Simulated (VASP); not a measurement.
# K2S (Fm-3m) in VASP: settings compared

Aim: see how the results for K2S move with the level of theory and the settings. Levels: PBEsol, r2SCAN, PBE. Tasks: single point.

All numbers are computed with VASP 6.6.1; they aren't measurements. Logs are shortened: lines on timing, memory, paths and dates and some standing lists are left out, and cuts for length are marked.

**1. The cell of the first run**

It takes space group Fm-3m (No. 225, cubic). The conventional cell has a = 7.406 Å, b = 7.406 Å, c = 7.406 Å, α = 90.00°, β = 90.00°, γ = 90.00°. S (site symmetry m-3m) has 8 K at 3.21 Å within 4.2 Å. K (site symmetry -43m) has 4 S at 3.21 Å and 6 K at 3.70 Å within 4.2 Å.

**2. Single point, PBEsol**

Input file INCAR:

```
ALGO = Normal
EDIFF = 1E-6
ENCUT = 500
GGA = PS
GGA_COMPAT = False
ISIF = 2
ISMEAR = 0
LASPH = True
LCHARG = False
LREAL = False
LWAVE = False
NBANDS = 19
NELM = 120
PREC = Accurate
SIGMA = 0.01
```

Input file KPOINTS:

```
k-points
0
Gamma
  4 4 4
```

Input file POSCAR:

```
K2S
1.0
    0.0000000000      3.7027568507      3.7027568507
    3.7027568507      0.0000000000      3.7027568507
    3.7027568507      3.7027568507      0.0000000000
S K
1 2
Direct
    0.0000000000      0.0000000000      0.0000000000
    0.2500000000      0.2500000000      0.2500000000
    0.7500000000      0.7500000000      0.7500000000
```

Potentials or basis: VASP PAW PBE potentials, release 64 (S, K_sv).

Command:

```bash
$ cat potpaw_PBE.64/S/POTCAR potpaw_PBE.64/K_sv/POTCAR > POTCAR
$ mpirun -np 1 vasp_std > vasp.out
```

OUTCAR:

```text
EDIFF = 1E-6
   ENCUT = 500
   GGA = PS
   ISIF = 2
   ISMEAR = 0
   LASPH = True
   LREAL = False
   NELM = 120
   PREC = Accurate

 ion  position               nearest neighbor table
   1  0.000  0.000  0.000-   3 3.21   3 3.21   3 3.21   2 3.21   3 3.21   2 3.21   2 3.21   2 3.21

   2  0.250  0.250  0.250-   1 3.21   1 3.21   1 3.21   1 3.21   3 3.70   3 3.70   3 3.70   3 3.70
                             3 3.70   3 3.70
   3  0.750  0.750  0.750-   1 3.21   1 3.21   1 3.21   1 3.21   2 3.70   2 3.70   2 3.70   2 3.70
                             2 3.70   2 3.70

  LATTYP: Found a face centered cubic cell.
 ALAT       =     7.4055137014

  Lattice vectors:

 A1 = (   0.0000000000,   3.7027568507,   3.7027568507)
 A2 = (   3.7027568507,   0.0000000000,   3.7027568507)
 A3 = (   3.7027568507,   3.7027568507,   0.0000000000)

Analysis of symmetry for initial positions (statically):
=====================================================================
 Subroutine PRICEL returns:
 Original cell was already a primitive cell.

 Routine SETGRP: Setting up the symmetry group for a
 face centered cubic supercell.

 Subroutine GETGRP returns: Found 48 space group operations
 (whereof 48 operations were pure point group operations)
 out of a pool of 48 trial point group operations.

The static configuration has the point symmetry O_h .

Analysis of symmetry for dynamics (positions and initial velocities):
=====================================================================
 Subroutine PRICEL returns:
 Original cell was already a primitive cell.

 Routine SETGRP: Setting up the symmetry group for a
 face centered cubic supercell.

 Subroutine GETGRP returns: Found 48 space group operations
 (whereof 48 operations were pure point group operations)
 out of a pool of 48 trial point group operations.

The dynamic configuration has the point symmetry O_h .

 Subroutine INISYM returns: Found 48 space group operations
 (whereof 48 operations are pure point group operations),
 and found     1 'primitive' translations

----------------------------------------------------------------------------------------

                                     Primitive cell

  volume of cell :     101.5326

  direct lattice vectors                    reciprocal lattice vectors
     0.000000000  3.702756851  3.702756851    -0.135034522  0.135034522  0.135034522
     3.702756851  0.000000000  3.702756851     0.135034522 -0.135034522  0.135034522
     3.702756851  3.702756851  0.000000000     0.135034522  0.135034522 -0.135034522

  length of vectors
     5.236488956  5.236488956  5.236488956     0.233886652  0.233886652  0.233886652

  position of ions in fractional coordinates (direct lattice)
     0.000000000  0.000000000  0.000000000
     0.250000000  0.250000000  0.250000000
     0.750000000  0.750000000  0.750000000

  ion indices of the primitive-cell ions
   primitive index   ion index
                 1           1
                 2           2
                 3           3

----------------------------------------------------------------------------------------

 KPOINTS: k-points

Automatic generation of k-mesh.
 Grid dimensions read from file:
 generate k-points for:    4    4    4

 Generating k-lattice:

  Cartesian coordinates                     Fractional coordinates (reciprocal lattice)
    -0.033758630  0.033758630  0.033758630     0.250000000  0.000000000  0.000000000
     0.033758630 -0.033758630  0.033758630     0.000000000  0.250000000  0.000000000
     0.033758630  0.033758630 -0.033758630     0.000000000  0.000000000  0.250000000

  Length of vectors
     0.058471663  0.058471663  0.058471663

  Shift w.r.t. Gamma in fractional coordinates (k-lattice)
     0.000000000  0.000000000  0.000000000

 Subroutine IBZKPT returns following result:
 ===========================================

 Found      8 irreducible k-points:

 Following reciprocal coordinates:
            Coordinates               Weight
  0.000000  0.000000  0.000000      1.000000
  0.250000  0.000000  0.000000      8.000000
  0.500000  0.000000  0.000000      4.000000
  0.250000  0.250000  0.000000      6.000000
  0.500000  0.250000  0.000000     24.000000
 -0.250000  0.250000  0.000000     12.000000
  0.500000  0.500000  0.000000      3.000000
 -0.250000  0.500000  0.250000      6.000000
   k-points           NKPTS =      8   k-points in BZ     NKDIM =      8   number of bands    NBANDS=     19
   number of dos      NEDOS =    301   number of ions     NIONS =      3
   total plane-waves  NPLWV =  64000
   dimension x,y,z NGX =    40 NGY =   40 NGZ =   40
   dimension x,y,z NGXF=    80 NGYF=   80 NGZF=   80
   ions per type =               1   2
   NGX,Y,Z   is equivalent  to a cutoff of  12.70, 12.70, 12.70 a.u.
   NGXF,Y,Z  is equivalent  to a cutoff of  25.40, 25.40, 25.40 a.u.
 SYSTEM =  unknown system
   PREC   = accura    normal or accurate (medium, high low for compatibility)
   ISTART =      0    job   : 0-new  1-cont  2-samecut
   ICHARG =      2    charge: 1-file 2-atom 10-const
   ISPIN  =      1    spin polarized calculation?
   LNONCOLLINEAR =      F non collinear calculations
   LSORBIT =      F    spin-orbit coupling
   LASPH  =      T    aspherical Exc in radial PAW
   ENCUT  =  500.0 eV  36.75 Ry    6.06 a.u.   9.55  9.55  9.55*2*pi/ulx,y,z
   NELM   =    120;   NELMIN=  2; NELMDL= -5     # of ELM steps
   EDIFF  = 0.1E-05   stopping-criterion for ELM
   LREAL  =      F    real-space projection
   EDIFFG = 0.1E-04   stopping-criterion for IOM
   NSW    =      0    number of steps for IOM
   IBRION =     -1    ionic relax: 0-MD 1-quasi-New 2-CG
   NFREE  =      0    steps in history (QN), initial steepest desc. (CG)
   ISIF   =      2    stress and relaxation
   ISYM   =      2    0-nonsym 1-usesym 2-fastsym
   POTIM  = 0.5000    time-step for ionic-motion
   TEBEG  =    0.0;   TEEND  =   0.0 temperature during run
   PSTRESS=    0.0 pullay stress
   NELECT =      24.0000    total number of electrons
   NUPDOWN=      -1.0000    fix difference up-down
   EMIN   =  10.00;   EMAX   =-10.00  energy-range for DOS
   EFERMI =   0.00;   METHOD = LEGACY
   ISMEAR =     0;   SIGMA  =   0.01  broadening in eV -4-tet -1-fermi 0-gaus
   EFERMI_NEDOS =   21; number of points for ismear=-14 and -15
   IALGO  =     38    algorithm
   IMIX   =      4    mixing-type and parameters
     AMIX     =   0.40;   BMIX     =  1.00
     AMIX_MAG =   1.60;   BMIX_MAG =  1.00
  volume/ion in A,a.u.               =      33.84       228.39
  Fermi-wavevector in a.u.,A,eV,Ry     =   1.012224  1.912826 13.940500  1.024598
  Thomas-Fermi vector in A             =   2.145321
   LORBIT       =      0    0 simple, 1 ext, 2 COOP (PROOUT), +10 PAW based schemes
   GGA     = PS    functional components
   LHFCALC =     F    Hartree Fock is set to
   AEXX    =    0.0000 exact exchange contribution
   IVDW    =     0    specifies the selected vdW correction
   LEPSILON=     F    determine dielectric tensor
   LRPA    =     F    only Hartree local field effects (RPA)
 non-spin polarized calculation
 Gauss-broadening in eV      SIGMA  =   0.01
  energy-cutoff  :      500.00
  volume of cell :      101.53
 maximum number of plane-waves:      2637
 NGX is ok and might be reduce to    40
   NGX = 19   NGY = 19   NGZ = 19

 number of electron      23.9999996 magnetization

 Free energy of the ion-electron system (eV)
  ---------------------------------------------------
  ext. energy  EPLUGINS =         0.00000000
  ---------------------------------------------------
  free energy    TOTEN  =        -9.85989933 eV

  energy without entropy =       -9.85989933  energy(sigma->0) =       -9.85989933

 E-fermi :  -0.3585     XC(G=0):  -7.5004

 val. band max:       -0.4495640852   @ k =   0.5000   0.5000   0.0000
 cond. band min:       1.8280862198   @ k =   0.0000   0.0000   0.0000
 fundamental gap:      2.2776503050
 Fermi energy:        -0.3584529955

 k-point     1 :       0.0000    0.0000    0.0000
  band No.  band energies     occupation
      1     -29.4815      2.00000
      2     -29.3969      2.00000
      3     -13.1440      2.00000
      4     -13.1440      2.00000
      5     -13.1440      2.00000
      6     -12.9004      2.00000
      7     -12.9004      2.00000
      8     -12.9004      2.00000
      9     -10.0391      2.00000
     10      -0.6488      2.00000
     11      -0.6488      2.00000
     12      -0.6488      2.00000
     13       1.8281      0.00000
     14       4.9638      0.00000
     15       4.9638      0.00000
     16       7.0004      0.00000
     17       7.0004      0.00000
     18       7.0004      0.00000
     19       7.8757      0.00000

 k-point     2 :       0.2500    0.0000    0.0000
  band No.  band energies     occupation
      1     -29.4686      2.00000
      2     -29.4088      2.00000
      3     -13.1337      2.00000
      4     -13.1126      2.00000
      5     -13.1126      2.00000
      6     -12.9863      2.00000
      7     -12.9402      2.00000
      8     -12.9402      2.00000
      9      -9.9304      2.00000
     10      -0.9523      2.00000
     11      -0.5834      2.00000
     12      -0.5834      2.00000
     13       2.8953      0.00000
     14       5.0726      0.00000
     15       5.0726      0.00000
     16       5.9554      0.00000
     17       7.0335      0.00000
     18       7.2144      0.00000
     19       7.2144      0.00000

 k-point     3 :       0.5000    0.0000    0.0000
  band No.  band energies     occupation
      1     -29.4382      2.00000
      2     -29.4381      2.00000
      3     -13.1382      2.00000
      4     -13.0508      2.00000
      5     -13.0358      2.00000
      6     -13.0358      2.00000
      7     -13.0254      2.00000
      8     -13.0254      2.00000
      9      -9.8309      2.00000
     10      -1.0858      2.00000
     11      -0.5175      2.00000
     12      -0.5175      2.00000
     13       4.1802      0.00000
     14       4.4854      0.00000
     15       5.3147      0.00000
     16       5.3147      0.00000
     17       7.1228      0.00000
     18       7.1233      0.00000
     19       7.2633      0.00000

 k-point     4 :       0.2500    0.2500    0.0000
  band No.  band energies     occupation
      1     -29.4667      2.00000
      2     -29.4103      2.00000
      3     -13.1760      2.00000
      4     -13.1760      2.00000
      5     -13.1397      2.00000
      6     -12.9900      2.00000
      7     -12.8814      2.00000
      8     -12.8814      2.00000
      9      -9.9009      2.00000
     10      -1.0540      2.00000
     11      -0.5457      2.00000
     12      -0.5457      2.00000
     13       3.1334      0.00000
     14       4.4922      0.00000
     15       5.4274      0.00000
     16       5.9954      0.00000
     17       6.9574      0.00000
     18       6.9574      0.00000
     19       7.1559      0.00000

 k-point     5 :       0.5000    0.2500    0.0000
  band No.  band energies     occupation
      1     -29.4479      2.00000
      2     -29.4280      2.00000
      3     -13.2744      2.00000
      4     -13.1675      2.00000
      5     -13.1549      2.00000
      6     -12.9228      2.00000
      7     -12.9107      2.00000
      8     -12.8885      2.00000
      9      -9.8083      2.00000
     10      -1.0393      2.00000
     11      -0.6242      2.00000
     12      -0.4836      2.00000
     13       3.3993      0.00000
     14       5.0206      0.00000
     15       5.3851      0.00000
     16       5.7932      0.00000
     17       6.6480      0.00000
     18       6.8825      0.00000
     19       7.5935      0.00000

 k-point     6 :      -0.2500    0.2500    0.0000
  band No.  band energies     occupation
      1     -29.4522      2.00000
      2     -29.4241      2.00000
      3     -13.2431      2.00000
      4     -13.1093      2.00000
      5     -13.0559      2.00000
      6     -13.0238      2.00000
      7     -13.0051      2.00000
      8     -12.8638      2.00000
      9      -9.8359      2.00000
     10      -0.9549      2.00000
     11      -0.6833      2.00000
     12      -0.5213      2.00000
     13       3.5714      0.00000
     14       4.8152      0.00000
     15       5.2959      0.00000
     16       5.9927      0.00000
     17       6.4312      0.00000
     18       6.7217      0.00000
     19       7.5714      0.00000

 k-point     7 :       0.5000    0.5000    0.0000
  band No.  band energies     occupation
      1     -29.4517      2.00000
      2     -29.4237      2.00000
      3     -13.3564      2.00000
      4     -13.2075      2.00000
      5     -13.2075      2.00000
      6     -12.8624      2.00000
      7     -12.8624      2.00000
      8     -12.8303      2.00000
      9      -9.7843      2.00000
     10      -1.2139      2.00000
     11      -0.4496      2.00000
     12      -0.4496      2.00000
     13       2.9673      0.00000
     14       4.7750      0.00000
     15       6.1022      0.00000
     16       6.1239      0.00000
     17       7.1112      0.00000
     18       7.1112      0.00000
     19       7.2384      0.00000

 k-point     8 :      -0.2500    0.5000    0.2500
  band No.  band energies     occupation
      1     -29.4377      2.00000
      2     -29.4377      2.00000
      3     -13.3304      2.00000
      4     -13.2353      2.00000
      5     -13.0387      2.00000
      6     -13.0387      2.00000
      7     -12.8478      2.00000
      8     -12.8449      2.00000
      9      -9.7820      2.00000
     10      -0.8411      2.00000
     11      -0.8411      2.00000
     12      -0.4659      2.00000
     13       3.1776      0.00000
     14       5.2586      0.00000
     15       5.2586      0.00000
     16       6.2311      0.00000
     17       6.8044      0.00000
     18       6.8044      0.00000
     19       7.3174      0.00000

------------------------ aborting loop because EDIFF is reached ----------------------------------------

  FORCE on cell =-STRESS in cart. coord.  units (eV):
  Direction    XX          YY          ZZ          XY          YZ          ZX
  --------------------------------------------------------------------------------------
  -------------------------------------------------------------------------------------
  Total       -0.3105190     -0.3105190     -0.3105190     -0.0000000     -0.0000000      0.0000000
  in kB       -4.8999668     -4.8999668     -4.8999668     -0.0000000     -0.0000000      0.0000000
  external PRESSURE =      -4.8999668 kB  Pullay stress =       0.0000000 kB

 VOLUME and BASIS-vectors are now :
 -----------------------------------------------------------------------------
  energy-cutoff  :      500.00
  volume of cell :      101.53
      direct lattice vectors                 reciprocal lattice vectors
     0.000000000  3.702756851  3.702756851    -0.135034522  0.135034522  0.135034522
     3.702756851  0.000000000  3.702756851     0.135034522 -0.135034522  0.135034522
     3.702756851  3.702756851  0.000000000     0.135034522  0.135034522 -0.135034522

 POSITION                                       TOTAL-FORCE (eV/Angst)
 -----------------------------------------------------------------------------------
      0.00000      0.00000      0.00000         0.000000      0.000000      0.000000
      1.85138      1.85138      1.85138        -0.000000     -0.000000     -0.000000
      5.55414      5.55414      5.55414         0.000000      0.000000      0.000000
 -----------------------------------------------------------------------------------
    total drift:                               -0.000000     -0.000000      0.000000

  FREE ENERGIE OF THE ION-ELECTRON SYSTEM (eV)
  ---------------------------------------------------
  free  energy   TOTEN  =        -9.8598993299 eV

  energy  without entropy=       -9.8598993299  energy(sigma->0) =       -9.85989933
```

It took 44 s on 1 thread of Intel Xeon 8259CL, shared host; peak memory 0.23 GiB.

What came out:

| Quantity | Value |
| --- | --- |
| Free energy | -9.8599 eV |
| Pressure | -0.5 GPa |
| Band gap on the k mesh | 2.28 eV, indirect (least direct gap 2.48 eV) |

Caveat: the PAW data sets were made with another functional, which shifts forces and pressure a little. A k mesh can miss the band edges.

**3. Single point, r2SCAN**

POSCAR is that of step 2.

Input file INCAR.step1:

```
PREC = Accurate ; ENCUT = 550
ISMEAR = 0 ; SIGMA = 0.01
LREAL = F ; LASPH = T
NELM = 120 ; NBANDS = 19
GGA = PE ; ALGO = Normal
EDIFF = 1E-5 ; LWAVE = T
LCHARG = F ; GGA_COMPAT = F
```

Input file INCAR.step2:

```
PREC = Accurate ; ENCUT = 550
EDIFF = 1E-6 ; ISMEAR = 0
SIGMA = 0.01 ; LREAL = F
LASPH = T ; NELM = 120
ALGO = Normal ; ISIF = 2
LWAVE = F ; LCHARG = F
METAGGA = R2SCAN ; LMIXTAU = T
NBANDS = 19 ; ISTART = 1
GGA_COMPAT = F
```

Input file KPOINTS:

```
Automatic mesh
0
Gamma
  4 4 4
```

Potentials or basis: VASP PAW PBE potentials, release 64 (S, K_sv).

Command:

```bash
$ cat potpaw_PBE.64/S/POTCAR potpaw_PBE.64/K_sv/POTCAR > POTCAR
$ cp INCAR.step1 INCAR
$ mpirun -np 1 vasp_std > vasp.out
$ cp INCAR.step2 INCAR
$ mpirun -np 1 vasp_std > vasp.out
```

Run time: 3.4 min. Hardware: 1 thread of Intel Xeon 8259CL, shared host; peak memory 0.26 GiB.

The run converged. Its results:

```yaml
Free_energy: -23.8134 eV
Pressure: 0.0 GPa
Band_gap_on_the_k_mesh: 2.76 eV, indirect (least direct gap 2.95 eV)
```

Levels at points of the mesh, in eV from the valence-band top:
```csv
k point,band 9,band 10,band 11,band 12,band 13,band 14,band 15,band 16
"(0.00, 0.00, 0.00)",-10.04,-0.19,-0.19,-0.19,2.76,5.95,5.95,8.00
"(0.50, 0.00, 0.00)",-9.84,-0.60,-0.06,-0.06,4.95,5.61,6.26,6.26
"(0.50, 0.50, 0.00)",-9.79,-0.71,0.00,0.00,3.71,5.90,7.18,7.20
```

Caveat: the PAW data sets were made with another functional, which shifts forces and pressure a little.

**4. Single point, PBE**

Input file INCAR:

```
SYSTEM = K2S
PREC = Accurate
ENCUT = 500
EDIFF = 1E-6
ISMEAR = 0
SIGMA = 0.01
LREAL = .False.
LASPH = .True.
NELM = 120
ALGO = Normal
ISIF = 2
LWAVE = .False.
LCHARG = .True.
GGA = PE
LELF = .True.
LVHAR = .True.
NBANDS = 19
ISYM = 0
GGA_COMPAT = .False.
```

Input file KPOINTS:

```
regular mesh
0
Gamma
  4 4 4
  0 0 0
```

POSCAR is that of step 3.

Command:

```bash
$ cat potpaw_PBE.64/S/POTCAR potpaw_PBE.64/K_sv/POTCAR > POTCAR
$ mpirun -np 1 vasp_std > vasp.out
```

Run time: 2.3 min. Hardware: 1 thread of Intel Xeon 8259CL, shared host; peak memory 0.26 GiB.

Results (log left out):

```
Free energy            : -9.4164 eV
Pressure               : 0.5 GPa
Band gap on the k mesh : 2.38 eV, indirect (least direct gap 2.57 eV)
```

Levels at points of the mesh, in eV from the valence-band top:
| k point | band 9 | band 10 | band 11 | band 12 | band 13 | band 14 | band 15 | band 16 |
| --- | --- | --- | --- | --- | --- | --- | --- | --- |
| (0.00, 0.00, 0.00) | -9.61 | -0.19 | -0.19 | -0.19 | 2.38 | 5.46 | 5.46 | 7.47 |
| (0.50, 0.00, 0.00) | -9.42 | -0.62 | -0.07 | -0.07 | 4.72 | 5.02 | 5.82 | 5.82 |
| (0.00, 0.50, 0.00) | -9.42 | -0.62 | -0.07 | -0.07 | 4.72 | 5.02 | 5.82 | 5.82 |
| (0.00, 0.00, 0.50) | -9.42 | -0.62 | -0.07 | -0.07 | 4.72 | 5.02 | 5.82 | 5.82 |
| (0.50, 0.50, 0.50) | -9.42 | -0.62 | -0.07 | -0.07 | 4.72 | 5.02 | 5.82 | 5.82 |
| (0.50, 0.50, 0.00) | -9.37 | -0.74 | 0.00 | 0.00 | 3.51 | 5.29 | 6.59 | 6.61 |
| (0.00, 0.50, 0.50) | -9.37 | -0.74 | 0.00 | 0.00 | 3.51 | 5.29 | 6.59 | 6.61 |
| (0.50, 0.00, 0.50) | -9.37 | -0.74 | 0.00 | 0.00 | 3.51 | 5.29 | 6.59 | 6.61 |

A k mesh can miss the band edges. A hybrid or GW would open this gap; PBE tends to underestimate it.

**5. Summary**

```csv
level,cutoff (eV),gap on the mesh (eV),pressure (GPa)
PBEsol,500,2.28,-0.5
r2SCAN,550,2.76,0.0
PBE,500,2.38,0.5
```

Alike in all rows: task single point; potentials or basis VASP PAW PBE potentials, release 64 (S, K_sv); no spin polarisation; cell as given; k mesh 4 × 4 × 4; smearing gaussian 0.01 eV.

On the cell as given the gap runs from 2.28 eV (PBEsol) to 2.76 eV (r2SCAN). The pressure there spans -0.5 GPa (PBEsol) to 0.5 GPa (PBE); a positive pressure means that this level wants a larger cell, a negative one a smaller.

Caveats: the PAW data sets were made with another functional, which shifts forces and pressure a little (some runs).

Total energies depend on the potentials used, so only differences within one code and one set of settings carry meaning.
